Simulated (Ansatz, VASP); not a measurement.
## Two plane-wave programs on NbBiF

```xyz
3
Lattice="3.7483 0.0000 0.0000 0.0000 3.7873 0.0000 0.0000 0.0000 3.8663" Properties=species:S:1:pos:R:3 pbc="T T T"
Nb    1.8741    1.8937    0.0000
Bi    0.0000    0.0000    0.0000
F     1.8741    1.8937    1.9332
```

Change from the starting cell: species swapped into the ErCoC type (Pmmm, No. 47).

Alike in both runs: task relaxation of cell and atoms; functional PBE; k mesh 4 × 4 × 4; occupations gaussian, width 0.1 eV; no spin polarisation.

|  | VASP | Ansatz |
| --- | --- | --- |
| version | VASP 6.6.1 | Ansatz 0.2.0 |
| potentials or method | VASP PAW PBE potentials, release 64 (Nb_sv, Bi_d, F), cutoff 600 eV | scalar-relativistic, plane waves, PAW |
| valence electrons in the cell | 35 | 35 |

Ansatz gave:

| Property | Result |
| --- | --- |
| gap on the k mesh at the Fermi level, each at its own relaxed structure (eV) | none |
| relaxed volume (Å³/atom) | 22.65 |
| relaxed cell length with the largest relative difference (Å) | 4.097 |

**Question.** Which values does VASP return?

**Answer.** gap on the k mesh at the Fermi level, each at its own relaxed structure (eV): none; relaxed volume (Å³/atom): 22.55; relaxed cell length with the largest relative difference (Å): 4.088.

A gap of «none» marks a metal or a gap that the smearing closes.

The k mesh is coarse, so the values compare programs but aren't converged. Spin-orbit coupling is off throughout. Noted on VASP's run: the volume moved by over 15 % at a fixed basis, so the end points are rough.
